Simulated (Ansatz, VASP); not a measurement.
**Two plane-wave programs on InSe**

```
CELL_PARAMETERS angstrom
3.94610 0.00000 0.00000
-1.97305 3.48717 0.00000
0.00000 0.00000 36.72257
ATOMIC_POSITIONS crystal
Se 0.33204 0.66409 0.42609
Se 0.33204 0.66409 0.57391
In 0.00129 0.00258 0.46197
In 0.00129 0.00258 0.53803
```

Change from the starting cell: strain along x -0.020, atoms relaxed.

Alike in both runs: functional PBE; dispersion D3(BJ); k mesh 12 × 12 × 1; occupations gaussian, width 0.02 eV; no spin polarisation.

Ansatz relaxed the structure, and its values are those at the end. VASP's run is a single point on that final structure, the one shown.

|  | VASP | Ansatz |
| --- | --- | --- |
| version | VASP 6.6.1 | Ansatz 0.2.0 |
| potentials or method | VASP PAW PBE potentials, release 64 (Se, In_d), cutoff 520 eV | scalar-relativistic, plane waves, PAW |
| valence electrons in the cell | 38 | 58 |

```csv
,VASP,Ansatz,Ansatz less VASP
gap on the k mesh at the Fermi level (eV),1.78,1.79,+0.010
least direct gap on the mesh (eV),1.86,1.87,+0.009
rms of the force components (eV/Å),0.009,0.002,-0.0072
```

VASP's potentials hold 38 valence electrons a cell and Ansatz's 58, so a difference there can come from the potentials and not from the codes. Ansatz's warnings: stress scf threshold loose.
